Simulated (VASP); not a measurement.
## Ni: single point with PBEsol

Ni:

```
Ni
1.0
     3.76391    0.00000    0.00000
    -1.88195    3.25964    0.00000
     0.00000    0.00000    2.27941
Ni
3
Direct
  0.00000 0.00000 0.00000
  0.33333 0.66667 0.50000
  0.66667 0.33333 0.50000
```

This isn't the form of Ni at room conditions, which is fcc.

- Program: VASP 6.6.1
- Task: single point
- Functional: PBEsol
- Potentials or basis: VASP PAW PBE potentials, release 64 (Ni)
- Cutoff: 520 eV
- k mesh: 10 × 10 × 15
- Occupations: fermi-dirac, width 0.05 eV
- Spin: collinear spin, ferromagnetic start
- Starting moments: [0.623, 0.671, 0.671] μB
- Dipole correction: no
- Further INCAR settings: ALGO = Normal; EDIFF = 1e-06; NBANDS = 26

The pressure is 37.2 GPa and the net moment is 1.60 μB per cell. The site moments are Ni +0.53 μB and the valence electrons inside the program's atomic spheres are Ni 9.59, 9.70 (each value once).

Stress tensor (GPa, compression positive):
```
38.05  0.00  0.00
 0.00 38.05  0.00
 0.00  0.00 35.58
```

Levels at points of the mesh, in eV from the Fermi level:
Spin up:
| k point | band 14 | band 15 | band 16 | band 17 | band 18 | band 19 |
| --- | --- | --- | --- | --- | --- | --- |
| (0.00, 0.00, 0.00) | -1.68 | -0.29 | -0.29 | 6.87 | 6.87 | 6.90 |
| (0.50, 0.00, 0.00) | -0.67 | -0.61 | -0.58 | -0.31 | -0.16 | 7.53 |
Spin down:
```
           k point  band 11  band 12  band 13  band 14  band 15  band 16  band 17  band 18
(0.00, 0.00, 0.00)    -1.15    -1.15    -1.10    -1.10     0.32     0.32     7.14     7.14
(0.50, 0.00, 0.00)    -0.99    -0.35    -0.16    -0.08    -0.05    -0.05     0.05     0.36
```

It took 4.6 min on 1 thread of Intel Xeon 8259CL, with other jobs on the host, peak memory 0.23 GiB.

Caveat: the cell stands under pressure; the PAW data sets were made with another functional, which shifts forces and pressure a little.
